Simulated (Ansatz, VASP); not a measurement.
**One calculation of Cr, two programs**

```
Cr
1.0
    -1.25966    1.25966    1.88949
     1.25966   -1.25966    1.88949
     1.25966    1.25966   -1.88949
Cr
1
Direct
  0.00000 0.00000 0.00000
```

Alike in both runs: task single point; functional PBEsol; k mesh 26 × 26 × 26; occupations gaussian, width 0.15 eV; no spin polarisation.

|  | VASP | Ansatz |
| --- | --- | --- |
| version | VASP 6.6.1 | Ansatz 0.2.0 |
| potentials or method | VASP PAW PBE potentials, release 64 (Cr_pv), cutoff 520 eV | scalar-relativistic, plane waves, PAW |
| valence electrons in the cell | 12 | 14 |

|  | VASP | Ansatz | Ansatz less VASP |
| --- | --- | --- | --- |
| gap on the k mesh at the Fermi level (eV) | none | none | - |
| pressure (GPa) | -11.5 | -11.0 | +0.46 |
| traceless stress, the component that is largest in VASP (GPa) | 8.63 | 8.69 | +0.056 |

VASP's potentials were made for PBE, not for PBEsol. A gap of «none» marks a metal or a gap that the smearing closes. VASP's potentials hold 12 valence electrons a cell and Ansatz's 14, so a difference there can come from the potentials and not from the codes.
